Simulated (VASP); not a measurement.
Input of a VASP 6.6.1 run:

File INCAR:

```
SYSTEM = KF
PREC     = Accurate       ! precision mode
ENCUT    = 600            ! plane-wave cutoff, eV
EDIFF    = 1E-6           ! SCF threshold, eV
ISMEAR   = 0              ! smearing method
SIGMA    = 0.01           ! smearing width, eV
LREAL    = .False.        ! projectors in reciprocal space
LASPH    = .True.         ! aspherical terms in the spheres
NELM     = 100            ! most SCF steps
ALGO     = Normal         ! electronic algorithm
ISIF     = 3              ! what is computed and relaxed
LWAVE    = .False.        ! write WAVECAR
LCHARG   = .False.        ! write CHGCAR
GGA      = PS             ! functional
IBRION   = 2              ! ionic algorithm
NSW      = 100            ! ionic steps
EDIFFG   = -0.002         ! ionic threshold
PSTRESS  = 10.0
```

KPOINTS

```
regular mesh
0
Gamma
  8 8 8
  0 0 0
```

POSCAR

```
KF
1.0
    0.0000000000      2.6541886808      2.6541886808
    2.6541886808      0.0000000000      2.6541886808
    2.6541886808      2.6541886808      0.0000000000
K F
1 1
Direct
    0.0000000000      0.0000000000      0.0000000000
    0.5000000000      0.5000000000      0.5000000000
```

Potentials or basis: VASP PAW PBE potentials, release 64 (K_sv, F).

Run with:

```console
$ cat potpaw_PBE.64/K_sv/POTCAR potpaw_PBE.64/F/POTCAR > POTCAR
$ mpirun -np 1 vasp_std > vasp.out
```

(1) Predict the relaxed cell.

(2) Predict the relaxed volume.

(3) What does it give for the space group after relaxing (to 0.1 Å)?

## Answers

(1) a = 3.719 Å, b = 3.719 Å, c = 3.719 Å, α = 60.00°, β = 60.00°, γ = 60.00°.

(2) 18.19 Å³/atom.

(3) Fm-3m (No. 225).

Caveat: the cell is relaxed towards a set pressure, so the run minimises the enthalpy, not the energy; the PAW data sets were made with another functional, which shifts forces and pressure a little.
